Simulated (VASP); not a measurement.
# BC6 in VASP: a series of runs

BC6 is run at these levels: PBE; tasks: single point.

All numbers are computed with VASP 6.6.1; they aren't measurements. Logs are shortened: lines on timing, memory, paths and dates and some standing lists are left out, and cuts for length are marked.

## (1) The cell of the first run

The cell holds an amorphous packing of atoms, 14 atoms: a = 4.977 Å, b = 4.935 Å, c = 4.826 Å, α = 92.52°, β = 89.42°, γ = 94.55°.

## (2) Single point, PBE

File INCAR:

```
PREC = Accurate
ENCUT = 520
EDIFF = 1E-6
ISMEAR = -1
SIGMA = 0.2482
LREAL = False
LASPH = True
NELM = 100
ALGO = Normal
ISIF = 2
LWAVE = False
LCHARG = False
GGA = PE
ISYM = 0
NBANDS = 40
```

File KPOINTS:

```
Automatic mesh
0
Gamma
  1 1 1
  0.25 0.25 0.25
```

File POSCAR:

```
BC6
1.0
    4.9729980000     -0.1966600000      0.0225860000
   -0.1966600000      4.9296060000     -0.1069400000
    0.0225860000     -0.1069400000      4.8244630000
C B
12 2
Direct
    0.3079578212      0.9049191621      0.1098367880
    0.3193243163      0.1878223913      0.6608945840
    0.4946998186      0.5440633114      0.3267635881
    0.9580077183      0.5411004780      1.0190982339
    0.8180483874      0.9632478896      0.1758760070
    0.0103536499      0.6291778893      0.4873569216
    0.7019276602      0.4598896104      0.5049606260
    0.5702951382      0.8215542412      0.1428883017
    0.0468936618      0.7936319867      0.2434065438
    0.1986296084      0.0892473029      0.9197170459
    0.6129292204      0.2434572158      0.7130305892
    1.0143994562      0.6903222823      0.7748743930
    0.2457454914      0.4180425451      0.4511383054
    0.8673757484      0.2254092978      0.9300066602
```

Potentials or basis: VASP PAW PBE potentials, release 64 (C, B).

Started as:

```console
$ cat potpaw_PBE.64/C/POTCAR potpaw_PBE.64/B/POTCAR > POTCAR
$ mpirun -np 1 vasp_std > vasp.out
```

OUTCAR:

```text
PREC = Accurate
   ENCUT = 520
   EDIFF = 1E-6
   ISMEAR = -1
   LREAL = False
   LASPH = True
   NELM = 100
   ISIF = 2
   GGA = PE
   ISYM = 0

 ion  position               nearest neighbor table
   1  0.308  0.905  0.110-   8 1.41  10 1.46   9 1.52
   2  0.319  0.188  0.661-  10 1.47  11 1.49  13 1.62
   3  0.495  0.544  0.327-   7 1.45  13 1.48   8 1.68
   4  0.958  0.541  0.019-  12 1.43  14 1.63   9 1.65
   5  0.818  0.963  0.176-   8 1.38   9 1.51  14 1.79
   6  0.010  0.629  0.487-  12 1.41   9 1.46  13 1.63   7 1.69
   7  0.702  0.460  0.505-   3 1.45  11 1.53   6 1.69
   8  0.570  0.822  0.143-   5 1.38   1 1.41   3 1.68
   9  0.047  0.794  0.243-   6 1.46   5 1.51   1 1.52   4 1.65
  10  0.199  0.089  0.920-   1 1.46   2 1.47  14 1.83
  11  0.613  0.243  0.713-   2 1.49   7 1.53  14 1.66
  12  0.014  0.690  0.775-   6 1.41   4 1.43
  13  0.246  0.418  0.451-   3 1.48   2 1.62   6 1.63
  14  0.867  0.225  0.930-   4 1.63  11 1.66   5 1.79  10 1.83

IMPORTANT INFORMATION: All symmetrisations will be switched off!
NOSYMM: (Re-)initialisation of all symmetry stuff for point group C_1.

----------------------------------------------------------------------------------------

                                     Primitive cell

  volume of cell :     118.0263

  direct lattice vectors                    reciprocal lattice vectors
     4.972998000 -0.196660000  0.022586000     0.201406506  0.008018243 -0.000765162
    -0.196660000  4.929606000 -0.106940000     0.008018243  0.203272777  0.004468247
     0.022586000 -0.106940000  4.824463000    -0.000765162  0.004468247  0.207379581

  length of vectors
     4.976936245  4.934686073  4.825700937     0.201567503  0.203479924  0.207429124

  position of ions in fractional coordinates (direct lattice)
     0.307957821  0.904919162  0.109836788
     0.319324316  0.187822391  0.660894584
     0.494699819  0.544063311  0.326763588
     0.958007718  0.541100478  0.019098234
     0.818048387  0.963247890  0.175876007
     0.010353650  0.629177889  0.487356922
     0.701927660  0.459889610  0.504960626
     0.570295138  0.821554241  0.142888302
     0.046893662  0.793631987  0.243406544
     0.198629608  0.089247303  0.919717046
     0.612929220  0.243457216  0.713030589
     0.014399456  0.690322282  0.774874393
     0.245745491  0.418042545  0.451138305
     0.867375748  0.225409298  0.930006660

  ion indices of the primitive-cell ions
   primitive index   ion index
                 1           1
                 2           2
                 3           3
                 4           4
                 5           5
                 6           6
                 7           7
                 8           8
                 9           9
                10          10
                11          11
                12          12
                13          13
                14          14

----------------------------------------------------------------------------------------

 KPOINTS: Automatic mesh

Automatic generation of k-mesh.
 Grid dimensions read from file:
 generate k-points for:    1    1    1

 Generating k-lattice:

  Cartesian coordinates                     Fractional coordinates (reciprocal lattice)
     0.201406506  0.008018243 -0.000765162     1.000000000 -0.000000000  0.000000000
     0.008018243  0.203272777  0.004468247     0.000000000  1.000000000  0.000000000
    -0.000765162  0.004468247  0.207379581     0.000000000 -0.000000000  1.000000000

  Length of vectors
     0.201567503  0.203479924  0.207429124

  Shift w.r.t. Gamma in fractional coordinates (k-lattice)
     0.250000000  0.250000000  0.250000000

 Subroutine IBZKPT returns following result:
 ===========================================

 Found      1 irreducible k-points:

 Following reciprocal coordinates:
            Coordinates               Weight
  0.250000  0.250000  0.250000      2.000000
   k-points           NKPTS =      1   k-points in BZ     NKDIM =      1   number of bands    NBANDS=     40
   number of dos      NEDOS =    301   number of ions     NIONS =     14
   total plane-waves  NPLWV =  57600
   dimension x,y,z NGX =    40 NGY =   40 NGZ =   36
   dimension x,y,z NGXF=    80 NGYF=   80 NGZF=   72
   ions per type =              12   2
   NGX,Y,Z   is equivalent  to a cutoff of  13.36, 13.48, 12.40 a.u.
   NGXF,Y,Z  is equivalent  to a cutoff of  26.72, 26.95, 24.80 a.u.
 SYSTEM =  unknown system
   PREC   = accura    normal or accurate (medium, high low for compatibility)
   ISTART =      0    job   : 0-new  1-cont  2-samecut
   ICHARG =      2    charge: 1-file 2-atom 10-const
   ISPIN  =      1    spin polarized calculation?
   LNONCOLLINEAR =      F non collinear calculations
   LSORBIT =      F    spin-orbit coupling
   LASPH  =      T    aspherical Exc in radial PAW
   ENCUT  =  520.0 eV  38.22 Ry    6.18 a.u.   9.25  9.18  8.97*2*pi/ulx,y,z
   NELM   =    100;   NELMIN=  2; NELMDL= -5     # of ELM steps
   EDIFF  = 0.1E-05   stopping-criterion for ELM
   LREAL  =      F    real-space projection
   EDIFFG = 0.1E-04   stopping-criterion for IOM
   NSW    =      0    number of steps for IOM
   IBRION =     -1    ionic relax: 0-MD 1-quasi-New 2-CG
   NFREE  =      0    steps in history (QN), initial steepest desc. (CG)
   ISIF   =      2    stress and relaxation
   ISYM   =      0    0-nonsym 1-usesym 2-fastsym
   POTIM  = 0.5000    time-step for ionic-motion
   TEBEG  =    0.0;   TEEND  =   0.0 temperature during run
   PSTRESS=    0.0 pullay stress
   NELECT =      54.0000    total number of electrons
   NUPDOWN=      -1.0000    fix difference up-down
   EMIN   =  10.00;   EMAX   =-10.00  energy-range for DOS
   EFERMI =   0.00;   METHOD = LEGACY
   ISMEAR =    -1;   SIGMA  =   0.25  broadening in eV -4-tet -1-fermi 0-gaus
   EFERMI_NEDOS =   21; number of points for ismear=-14 and -15
   IALGO  =     38    algorithm
   IMIX   =      4    mixing-type and parameters
     AMIX     =   0.40;   BMIX     =  1.00
     AMIX_MAG =   1.60;   BMIX_MAG =  1.00
  volume/ion in A,a.u.               =       8.43        56.89
  Fermi-wavevector in a.u.,A,eV,Ry     =   1.261478  2.383848 21.651328  1.591328
  Thomas-Fermi vector in A             =   2.394935
   LORBIT       =      0    0 simple, 1 ext, 2 COOP (PROOUT), +10 PAW based schemes
   GGA     = PE    functional components
   LHFCALC =     F    Hartree Fock is set to
   AEXX    =    0.0000 exact exchange contribution
   IVDW    =     0    specifies the selected vdW correction
   LEPSILON=     F    determine dielectric tensor
   LRPA    =     F    only Hartree local field effects (RPA)
 non-spin polarized calculation
  energy-cutoff  :      520.00
  volume of cell :      118.03
 maximum number of plane-waves:      3173
 NGX is ok and might be reduce to    40
   NGX = 19   NGY = 19   NGZ = 17

 number of electron      53.9999998 magnetization

 Free energy of the ion-electron system (eV)
  ---------------------------------------------------
  ext. energy  EPLUGINS =         0.00000000
  ---------------------------------------------------
  free energy    TOTEN  =      -110.30746456 eV

  energy without entropy =     -109.59773158  energy(sigma->0) =     -109.95259807

 E-fermi :   4.8847     XC(G=0): -10.9151

 val. band max:        4.6938638099   @ k =   0.2500   0.2500   0.2500
 cond. band min:       5.0422503429   @ k =   0.2500   0.2500   0.2500
 fundamental gap:      0.3483865330
 Fermi energy:         4.8846772890

 k-point     1 :       0.2500    0.2500    0.2500
  band No.  band energies     occupation
      1     -13.6698      2.00000
      2     -11.9127      2.00000
      3     -10.9897      2.00000
      4     -10.1586      2.00000
      5      -9.6349      2.00000
      6      -7.9912      2.00000
[... 31 lines left out ...]
     38      12.4108      0.00000
     39      12.7622      0.00000
 [bands above 39 left out]

------------------------ aborting loop because EDIFF is reached ----------------------------------------

  FORCE on cell =-STRESS in cart. coord.  units (eV):
  Direction    XX          YY          ZZ          XY          YZ          ZX
  --------------------------------------------------------------------------------------
  -------------------------------------------------------------------------------------
  Total       -3.7057825    -14.6980037     -3.8149306     -2.9879427      7.1173641     -6.8093247
  in kB      -50.3050638   -199.5216951    -51.7867208    -40.5605688     96.6164232    -92.4348666
  external PRESSURE =    -100.5378266 kB  Pullay stress =       0.0000000 kB

 VOLUME and BASIS-vectors are now :
 -----------------------------------------------------------------------------
  energy-cutoff  :      520.00
  volume of cell :      118.03
      direct lattice vectors                 reciprocal lattice vectors
     4.972998000 -0.196660000  0.022586000     0.201406506  0.008018243 -0.000765162
    -0.196660000  4.929606000 -0.106940000     0.008018243  0.203272777  0.004468247
     0.022586000 -0.106940000  4.824463000    -0.000765162  0.004468247  0.207379581

 POSITION                                       TOTAL-FORCE (eV/Angst)
 -----------------------------------------------------------------------------------
      1.35599      4.38859      0.44009        -1.448998      2.316292     -0.661452
      1.56599      0.79242      3.17559         3.031853      1.221939      2.395122
      2.36053      2.54979      1.52945         4.651463      1.803887     -0.122482
      4.65819      2.47697      0.05591         1.497235      2.080524     -3.555445
      3.88269      4.56875      0.76397        -0.710837      1.592403     -1.974256
     -0.06124      3.04745      2.28419        -1.362026     -3.271225      1.635552
      3.41165      2.07503      2.40284        -0.547448      0.374488     -0.928402
      2.67774      3.92250      0.61438        -2.966710     -2.788498      3.960560
      0.08262      3.87704      1.09049        -1.930585     -2.439241     -1.150255
      0.99101      0.30254      4.43208        -1.090120     -0.761954     -4.247474
      3.01632      1.00336      3.42780         1.327071      1.864468     -3.173609
     -0.04665      3.31732      3.66485         0.433996      0.137722      2.413803
      1.15007      1.96421      2.13735        -0.935860     -0.689108      1.577661
      4.29013      0.84115      4.48227         0.050968     -1.441698      3.830678
 -----------------------------------------------------------------------------------
    total drift:                                0.000440     -0.000330     -0.000151

  FREE ENERGIE OF THE ION-ELECTRON SYSTEM (eV)
  ---------------------------------------------------
  free  energy   TOTEN  =      -110.3074645650 eV

  energy  without entropy=     -109.5977315767  energy(sigma->0) =     -109.95259807
```

Run time: 29 s. Hardware: 1 thread of Intel Xeon 6975P-C, shared host; peak memory 0.21 GiB.

Results:

* Free energy: -110.3075 eV
* Pressure: -10.1 GPa
* Largest force: 5.680 eV/Å
* Band gap on the k mesh: 0.35 eV

Forces in eV/Å, atoms in the order of the input:
```
C   -1.449  2.316 -0.661
C    3.032  1.222  2.395
C    4.651  1.804 -0.122
C    1.497  2.081 -3.555
C   -0.711  1.592 -1.974
C   -1.362 -3.271  1.636
C   -0.547  0.374 -0.928
C   -2.967 -2.788  3.961
C   -1.931 -2.439 -1.150
C   -1.090 -0.762 -4.247
C    1.327  1.864 -3.174
C    0.434  0.138  2.414
B   -0.936 -0.689  1.578
B    0.051 -1.442  3.831
```

Levels at points of the mesh, in eV from the valence-band top:
```
           k point  band 25  band 26  band 27  band 28  band 29  band 30
(0.25, 0.25, 0.25)    -1.75    -0.66     0.00     0.35     1.78     2.09
```

Caveat: the k points lie up to 1.30 Å⁻¹ apart.

(Part 1 of 2 ends here.)
